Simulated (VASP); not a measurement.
# Cr: relaxation of cell and atoms with PBE

Crystal: Cr.

```
Cr
1.0
    -1.43265    1.43265    1.43265
     1.43265   -1.43265    1.43265
     1.43265    1.43265   -1.43265
Cr
1
Direct
  0.00000 0.00000 0.00000
```

- Program: VASP 6.6.1
- Task: relaxation of cell and atoms
- Functional: PBE
- Potentials or basis: VASP PAW PBE potentials, release 64 (Cr_pv)
- Cutoff: 600 eV
- k mesh: 21 × 21 × 21
- Occupations: fermi-dirac, width 0.1 eV
- Spin: collinear spin, ferromagnetic start
- Starting moments: [2.0] μB
- Dipole correction: no
- Further INCAR settings: ALGO = Normal; EDIFF = 1e-06; IBRION = 2; EDIFFG = -0.005; NSW = 60; ISIF = 3

```yaml
Relaxed_volume: 11.54 Å³/atom
Relaxed_cell: a = 2.465 Å, b = 2.465 Å, c = 2.465 Å, α = 109.47°, β = 109.47°, γ = 109.47°
Space_group_after_relaxing_to_0.1_Å: Im-3m (No. 229)
Energy_gained_by_relaxing: 3.5 meV/atom
Ionic_steps: 3
Pressure_after_relaxing: 0.0 GPa
Band_gap_on_the_k_mesh: zero (filled and empty bands overlap)
Net_moment: 0.00 μB per cell
Valence_electrons_inside_the_program's_atomic_spheres: Cr 11.06
```

Step by step:
```csv
step,energy change (eV),largest force (eV/Å),pressure (GPa),volume (Å³)
1,0.0000,0.0000,-4.85,11.76
2,0.0064,0.0000,8.93,11.17
3,-0.0035,0.0000,-0.04,11.54
```

Final structure:
```yaml
crystal:
  lattice:
    - [-1.42339, 1.42339, 1.42339]
    - [1.42339, -1.42339, 1.42339]
    - [1.42339, 1.42339, -1.42339]
  atoms:
    - { symbol: Cr, position: [0.00000, 0.00000, 0.00000] }
```

Levels at points of the mesh, in eV from the Fermi level:
Spin up:
```tsv
k point	band 3	band 4	band 5	band 6	band 7	band 8	band 9	band 10
(0.00, 0.00, 0.00)	-42.73	-7.86	-0.91	-0.91	-0.91	1.14	1.14	7.11
```
Spin down:
```
           k point  band 3  band 4  band 5  band 6  band 7  band 8  band 9  band 10
(0.00, 0.00, 0.00)  -42.73   -7.86   -0.91   -0.91   -0.91    1.14    1.14     7.11
```

Run time: 56 s on 1 thread of Intel(R) Xeon(R) 6975P-C (Granite Rapids), on a shared host, peak memory 0.2 GiB.
